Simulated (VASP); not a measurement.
# TiNi (Pm-3m) in VASP: a series of runs

Runs on TiNi. Level: PBEsol. Tasks: single point, relaxation of cell and atoms.

Everything below comes from runs of VASP 6.6.1. Logs are shortened: lines on timing, memory, paths and dates and some standing lists are left out, and cuts for length are marked.

### Step 1. The cell of the first run

The structure is cubic, space group Pm-3m (No. 221). Conventional cell: a = 2.970 Å, b = 2.970 Å, c = 2.970 Å, α = 90.00°, β = 90.00°, γ = 90.00°. Ti (site symmetry m-3m) has 8 Ni at 2.57 Å and 6 Ti at 2.97 Å within 3.4 Å. Within 3.4 Å of Ni (site symmetry m-3m) lie 8 Ti at 2.57 Å and 6 Ni at 2.97 Å.

### Step 2. Single point, PBEsol, collinear spin, ferromagnetic start

File INCAR:

```
SYSTEM = TiNi
PREC     = Accurate       ! precision mode
ENCUT    = 520            ! plane-wave cutoff, eV
EDIFF    = 1E-6           ! SCF threshold, eV
ISMEAR   = 1              ! smearing method
SIGMA    = 0.1            ! smearing width, eV
LREAL    = .False.        ! projectors in reciprocal space
LASPH    = .True.         ! aspherical terms in the spheres
NELM     = 150            ! most SCF steps
ALGO     = Normal         ! electronic algorithm
ISIF     = 2              ! what is computed and relaxed
LWAVE    = .False.        ! write WAVECAR
LCHARG   = .False.        ! write CHGCAR
ISPIN    = 2              ! spin polarisation
MAGMOM   = 0 1            ! initial moments
LORBIT   = 11             ! projections on sites
LMAXMIX  = 4              ! l up to which the mixer works
GGA      = PS             ! functional
NBANDS   = 22             ! bands
```

File KPOINTS:

```
regular mesh
0
Gamma
  9 9 9
  0 0 0
```

File POSCAR:

```
TiNi
1.0
    2.9695542123      0.0000000000      0.0000000000
    0.0000000000      2.9695542123      0.0000000000
    0.0000000000      0.0000000000      2.9695542123
Ti Ni
1 1
Direct
    0.5000000000      0.5000000000      0.5000000000
    0.0000000000      0.0000000000      0.0000000000
```

Potentials or basis: VASP PAW PBE potentials, release 64 (Ti_sv, Ni).

Launch:

```console
$ cat potpaw_PBE.64/Ti_sv/POTCAR potpaw_PBE.64/Ni/POTCAR > POTCAR
$ mpirun -np 1 vasp_std > vasp.out
```

OUTCAR:

```text
SYSTEM = TiNi
   PREC = Accurate
   ENCUT = 520
   EDIFF = 1E-6
   ISMEAR = 1
   LREAL = .False.
   LASPH = .True.
   NELM = 150
   ISIF = 2
   ISPIN = 2
   LORBIT = 11
   GGA = PS

 ion  position               nearest neighbor table
   1  0.500  0.500  0.500-   2 2.57   2 2.57   2 2.57   2 2.57   2 2.57   2 2.57   2 2.57   2 2.57

   2  0.000  0.000  0.000-   1 2.57   1 2.57   1 2.57   1 2.57   1 2.57   1 2.57   1 2.57   1 2.57

  LATTYP: Found a simple cubic cell.
 ALAT       =     2.9695542123

  Lattice vectors:

 A1 = (   2.9695542123,   0.0000000000,   0.0000000000)
 A2 = (   0.0000000000,   2.9695542123,   0.0000000000)
 A3 = (   0.0000000000,   0.0000000000,   2.9695542123)

Analysis of symmetry for initial positions (statically):
=====================================================================
 Subroutine PRICEL returns:
 Original cell was already a primitive cell.

 Routine SETGRP: Setting up the symmetry group for a
 simple cubic supercell.

 Subroutine GETGRP returns: Found 48 space group operations
 (whereof 48 operations were pure point group operations)
 out of a pool of 48 trial point group operations.

The static configuration has the point symmetry O_h .

Analysis of symmetry for dynamics (positions and initial velocities):
=====================================================================
 Subroutine PRICEL returns:
 Original cell was already a primitive cell.

 Routine SETGRP: Setting up the symmetry group for a
 simple cubic supercell.

 Subroutine GETGRP returns: Found 48 space group operations
 (whereof 48 operations were pure point group operations)
 out of a pool of 48 trial point group operations.

The dynamic configuration has the point symmetry O_h .

Analysis of structural, dynamic, and magnetic symmetry:
=====================================================================
 Subroutine PRICEL returns:
 Original cell was already a primitive cell.

 Routine SETGRP: Setting up the symmetry group for a
 simple cubic supercell.

 Subroutine GETGRP returns: Found 48 space group operations
 (whereof 48 operations were pure point group operations)
 out of a pool of 48 trial point group operations.

The overall configuration has the point symmetry O_h .

 Subroutine INISYM returns: Found 48 space group operations
 (whereof 48 operations are pure point group operations),
 and found     1 'primitive' translations

----------------------------------------------------------------------------------------

                                     Primitive cell

  volume of cell :      26.1863

  direct lattice vectors                    reciprocal lattice vectors
     2.969554212  0.000000000  0.000000000     0.336750882  0.000000000  0.000000000
     0.000000000  2.969554212  0.000000000     0.000000000  0.336750882  0.000000000
     0.000000000  0.000000000  2.969554212     0.000000000  0.000000000  0.336750882

  length of vectors
     2.969554212  2.969554212  2.969554212     0.336750882  0.336750882  0.336750882

  position of ions in fractional coordinates (direct lattice)
     0.500000000  0.500000000  0.500000000
     0.000000000  0.000000000  0.000000000

  ion indices of the primitive-cell ions
   primitive index   ion index
                 1           1
                 2           2

----------------------------------------------------------------------------------------

 KPOINTS: regular mesh

Automatic generation of k-mesh.
 Grid dimensions read from file:
 generate k-points for:    9    9    9

 Generating k-lattice:

  Cartesian coordinates                     Fractional coordinates (reciprocal lattice)
     0.037416765  0.000000000  0.000000000     0.111111111  0.000000000  0.000000000
     0.000000000  0.037416765  0.000000000     0.000000000  0.111111111  0.000000000
     0.000000000  0.000000000  0.037416765     0.000000000  0.000000000  0.111111111

  Length of vectors
     0.037416765  0.037416765  0.037416765

  Shift w.r.t. Gamma in fractional coordinates (k-lattice)
     0.000000000  0.000000000  0.000000000

 Subroutine IBZKPT returns following result:
 ===========================================

 Found     35 irreducible k-points:

 Following reciprocal coordinates:
            Coordinates               Weight
  0.000000  0.000000  0.000000      1.000000
  0.111111  0.000000  0.000000      6.000000
  0.222222  0.000000  0.000000      6.000000
  0.333333  0.000000  0.000000      6.000000
  0.444444  0.000000  0.000000      6.000000
  0.111111  0.111111  0.000000     12.000000
[... 16 lines left out ...]
  0.333333  0.333333  0.111111     24.000000
  0.444444  0.333333  0.111111     48.000000
 [... further k-points ...]
   k-points           NKPTS =     35   k-points in BZ     NKDIM =     35   number of bands    NBANDS=     22
   number of dos      NEDOS =    301   number of ions     NIONS =      2
   total plane-waves  NPLWV =  13824
   dimension x,y,z NGX =    24 NGY =   24 NGZ =   24
   dimension x,y,z NGXF=    48 NGYF=   48 NGZF=   48
   ions per type =               1   1
   NGX,Y,Z   is equivalent  to a cutoff of  13.44, 13.44, 13.44 a.u.
   NGXF,Y,Z  is equivalent  to a cutoff of  26.87, 26.87, 26.87 a.u.
 SYSTEM =  TiNi
   PREC   = accura    normal or accurate (medium, high low for compatibility)
   ISTART =      0    job   : 0-new  1-cont  2-samecut
   ICHARG =      2    charge: 1-file 2-atom 10-const
   ISPIN  =      2    spin polarized calculation?
   LNONCOLLINEAR =      F non collinear calculations
   LSORBIT =      F    spin-orbit coupling
   LASPH  =      T    aspherical Exc in radial PAW
   ENCUT  =  520.0 eV  38.22 Ry    6.18 a.u.   5.52  5.52  5.52*2*pi/ulx,y,z
   NELM   =    150;   NELMIN=  2; NELMDL= -5     # of ELM steps
   EDIFF  = 0.1E-05   stopping-criterion for ELM
   LREAL  =      F    real-space projection
   EDIFFG = 0.1E-04   stopping-criterion for IOM
   NSW    =      0    number of steps for IOM
   IBRION =     -1    ionic relax: 0-MD 1-quasi-New 2-CG
   NFREE  =      0    steps in history (QN), initial steepest desc. (CG)
   ISIF   =      2    stress and relaxation
   ISYM   =      2    0-nonsym 1-usesym 2-fastsym
   POTIM  = 0.5000    time-step for ionic-motion
   TEBEG  =    0.0;   TEEND  =   0.0 temperature during run
   PSTRESS=    0.0 pullay stress
   NELECT =      22.0000    total number of electrons
   NUPDOWN=      -1.0000    fix difference up-down
   EMIN   =  10.00;   EMAX   =-10.00  energy-range for DOS
   EFERMI =   0.00;   METHOD = LEGACY
   ISMEAR =     1;   SIGMA  =   0.10  broadening in eV -4-tet -1-fermi 0-gaus
   EFERMI_NEDOS =   21; number of points for ismear=-14 and -15
   IALGO  =     38    algorithm
   IMIX   =      4    mixing-type and parameters
     AMIX     =   0.40;   BMIX     =  1.00
     AMIX_MAG =   1.60;   BMIX_MAG =  1.00
  volume/ion in A,a.u.               =      13.09        88.36
  Fermi-wavevector in a.u.,A,eV,Ry     =   1.544749  2.919152 32.466877  2.386248
  Thomas-Fermi vector in A             =   2.650225
   LORBIT       =     11    0 simple, 1 ext, 2 COOP (PROOUT), +10 PAW based schemes
   GGA     = PS    functional components
   LHFCALC =     F    Hartree Fock is set to
   AEXX    =    0.0000 exact exchange contribution
   IVDW    =     0    specifies the selected vdW correction
   LEPSILON=     F    determine dielectric tensor
   LRPA    =     F    only Hartree local field effects (RPA)
 spin polarized calculation
 Methfessel and Paxton  Order N= 1 SIGMA  =   0.10
  energy-cutoff  :      520.00
  volume of cell :       26.19
 maximum number of plane-waves:       739
 NGX is ok and might be reduce to    24
   NGX = 11   NGY = 11   NGZ = 11

 number of electron      21.9999984 magnetization       0.0040079

 Free energy of the ion-electron system (eV)
  ---------------------------------------------------
  ext. energy  EPLUGINS =         0.00000000
  ---------------------------------------------------
  free energy    TOTEN  =       -15.19248858 eV

  energy without entropy =      -15.19011174  energy(sigma->0) =      -15.19169630

 E-fermi :   9.7381     XC(G=0): -12.7641

 val. band max:        9.7087212945   @ k =   0.3333   0.1111   0.1111
 cond. band min:       9.7428162809   @ k =   0.4444   0.4444   0.1111
 fundamental gap:      0.0340949865
 Fermi energy:         9.7380547250

 spin component 1

 k-point     1 :       0.0000    0.0000    0.0000
  band No.  band energies     occupation
      1     -47.1725      1.00000
      2     -23.3620      1.00000
      3     -23.3620      1.00000
      4     -23.3620      1.00000
      5       1.7909      1.00000
      6       5.7055      1.00000
[... 14 lines left out ...]
     21      28.6999      0.00000
     22      30.9225      0.00000

 k-point     2 :       0.1111    0.0000    0.0000
  band No.  band energies     occupation
      1     -47.1685      1.00000
      2     -23.4004      1.00000
      3     -23.3591      1.00000
      4     -23.3591      1.00000
      5       2.0367      1.00000
      6       5.8047      1.00000
[... 542 lines left out ...]
 k-point    24 :       0.4444    0.3333    0.1111
  band No.  band energies     occupation
      1     -47.1112      1.00000
      2     -23.6331      1.00000
      3     -23.5581      1.00000
      4     -23.3507      1.00000
      5       5.4067      1.00000
      6       5.9949      1.00000
[... 14 lines left out ...]
     21      26.4189      0.00000
     22      29.6877      0.00000

 [... further k-points ...]

 spin component 2

 k-point     1 :       0.0000    0.0000    0.0000
  band No.  band energies     occupation
      1     -47.1709      1.00000
      2     -23.3604      1.00000
      3     -23.3604      1.00000
      4     -23.3604      1.00000
      5       1.7920      1.00000
      6       5.7073      1.00000
[... 14 lines left out ...]
     21      28.7014      0.00000
     22      30.9235      0.00000

 k-point     2 :       0.1111    0.0000    0.0000
  band No.  band energies     occupation
      1     -47.1669      1.00000
      2     -23.3988      1.00000
      3     -23.3575      1.00000
      4     -23.3575      1.00000
      5       2.0377      1.00000
      6       5.8065      1.00000
[... 542 lines left out ...]
 k-point    24 :       0.4444    0.3333    0.1111
  band No.  band energies     occupation
      1     -47.1096      1.00000
      2     -23.6315      1.00000
      3     -23.5565      1.00000
      4     -23.3491      1.00000
      5       5.4080      1.00000
      6       5.9961      1.00000
[... 14 lines left out ...]
     21      26.4201      0.00000
     22      29.6890      0.00000

 [... further k-points ...]
[... 5 lines left out ...]
  --------------------------------------------------------------------------------------
  -------------------------------------------------------------------------------------
  Total       -0.0222212     -0.0222212     -0.0222212      0.0000000      0.0000000      0.0000000
  in kB       -1.3595801     -1.3595801     -1.3595801      0.0000000      0.0000000      0.0000000
  external PRESSURE =      -1.3595801 kB  Pullay stress =       0.0000000 kB

 VOLUME and BASIS-vectors are now :
 -----------------------------------------------------------------------------
  energy-cutoff  :      520.00
  volume of cell :       26.19
      direct lattice vectors                 reciprocal lattice vectors
     2.969554212  0.000000000  0.000000000     0.336750882  0.000000000  0.000000000
     0.000000000  2.969554212  0.000000000     0.000000000  0.336750882  0.000000000
     0.000000000  0.000000000  2.969554212     0.000000000  0.000000000  0.336750882

 POSITION                                       TOTAL-FORCE (eV/Angst)
 -----------------------------------------------------------------------------------
      1.48478      1.48478      1.48478         0.000000      0.000000      0.000000
      0.00000      0.00000      0.00000         0.000000      0.000000      0.000000
 -----------------------------------------------------------------------------------
    total drift:                                0.000000      0.000000     -0.000000

  FREE ENERGIE OF THE ION-ELECTRON SYSTEM (eV)
  ---------------------------------------------------
  free  energy   TOTEN  =       -15.1924885753 eV

  energy  without entropy=      -15.1901117414  energy(sigma->0) =      -15.19169630

 total charge

# of ion       s       p       d       tot
------------------------------------------
    1        2.246   6.172   1.876  10.293
    2        0.591   0.496   8.327   9.414
--------------------------------------------------
tot          2.837   6.668  10.202  19.707

 magnetization (x)

# of ion       s       p       d       tot
------------------------------------------
    1        0.000   0.000   0.002   0.002
    2        0.000   0.000   0.001   0.002
--------------------------------------------------
tot          0.000   0.000   0.003   0.003
```

It took 41 s on 1 thread of Intel Xeon Platinum 8259CL at 2.50GHz (Skylake/Cascade Lake), shared host; peak memory 0.17 GiB.

Results:

| Quantity | Value |
| --- | --- |
| Free energy | -15.1925 eV |
| Pressure | -0.1 GPa |
| Band gap on the k mesh | zero (filled and empty bands overlap) |
| Net moment | 0.00 μB per cell |
| Valence electrons inside the program's atomic spheres | Ti 10.29; Ni 9.41 |

Levels at points of the mesh, in eV from the Fermi level:
Spin up:
```
           k point  band 9  band 10  band 11  band 12  band 13  band 14
(0.00, 0.00, 0.00)   -2.08    -2.08     0.43     0.43     2.66     2.66
```
Spin down:
```csv
k point,band 8,band 9,band 10,band 11,band 12,band 13,band 14,band 15
"(0.00, 0.00, 0.00)",-2.08,-2.08,-2.08,0.44,0.44,2.67,2.67,2.67
```

Caveat: the PAW data sets were made with another functional, which shifts forces and pressure a little.

### Step 3. Relaxation of cell and atoms, PBEsol, collinear spin, ferromagnetic start

This run uses another cell than the first one, of 13.34 Å³/atom, 1.019 times its volume.

File INCAR:

```
SYSTEM = TiNi
ALGO = Normal
EDIFF = 1E-7
EDIFFG = -0.01
ENCUT = 600
GGA = PS
IBRION = 2
ISIF = 3
ISMEAR = 1
ISPIN = 2
LASPH = .TRUE.
LCHARG = .FALSE.
LMAXMIX = 4
LORBIT = 11
LREAL = .FALSE.
LWAVE = .FALSE.
MAGMOM = 0 1
NELM = 150
NSW = 80
PREC = Accurate
SIGMA = 0.1
```

File KPOINTS:

```
k-points
0
G
  9 9 9
  0 0 0
```

File POSCAR:

```
TiNi
1.0
    2.9880660000      0.0000000000      0.0000000000
    0.0000000000      2.9880660000      0.0000000000
    0.0000000000      0.0000000000      2.9880660000
Ti Ni
1 1
Direct
    0.5000000000      0.5000000000      0.5000000000
    0.0000000000      0.0000000000      0.0000000000
```

Potentials or basis: VASP PAW PBE potentials, release 64 (Ti_sv, Ni).

Launch:

```console
$ cat potpaw_PBE.64/Ti_sv/POTCAR potpaw_PBE.64/Ni/POTCAR > POTCAR
$ mpirun -np 1 vasp_std > vasp.out
```

It took 86 s on 1 thread of Intel Xeon Platinum 8259CL at 2.50GHz (Skylake/Cascade Lake), shared host; peak memory 0.17 GiB.

Results (log left out):

- Free energy: -15.1926 eV
- Relaxed volume: 13.08 Å³/atom
- Relaxed cell: a = 2.968 Å, b = 2.968 Å, c = 2.968 Å, α = 90.00°, β = 90.00°, γ = 90.00°
- Space group after relaxing (to 0.05 Å): Pm-3m (No. 221)
- Energy gained by relaxing: 2.8 meV/atom
- Ionic steps: 3
- Pressure after relaxing: 0.0 GPa
- Band gap on the k mesh: zero (filled and empty bands overlap)
- Net moment: 0.00 μB per cell
- Valence electrons inside the program's atomic spheres: Ti 10.29; Ni 9.42

The path:
```tsv
step	energy change (eV)	largest force (eV/Å)	pressure (GPa)	volume (Å³)
1	0.0000	0.0000	-3.33	26.68
2	0.0004	0.0000	3.70	25.62
3	-0.0056	0.0000	0.00	26.15
```

Final structure:
```
Ti Ni
1.0
     2.96831    0.00000    0.00000
     0.00000    2.96831    0.00000
     0.00000    0.00000    2.96831
Ti Ni
1 1
Direct
  0.50000 0.50000 0.50000
  0.00000 0.00000 0.00000
```

Levels at points of the mesh, in eV from the Fermi level:
Spin up:
| k point | band 9 | band 10 | band 11 | band 12 | band 13 | band 14 |
| --- | --- | --- | --- | --- | --- | --- |
| (0.00, 0.00, 0.00) | -2.08 | -2.08 | 0.43 | 0.43 | 2.67 | 2.67 |
Spin down:
```csv
k point,band 9,band 10,band 11,band 12,band 13,band 14
"(0.00, 0.00, 0.00)",-2.08,-2.08,0.43,0.43,2.67,2.67
```

Caveat: the PAW data sets were made with another functional, which shifts forces and pressure a little.
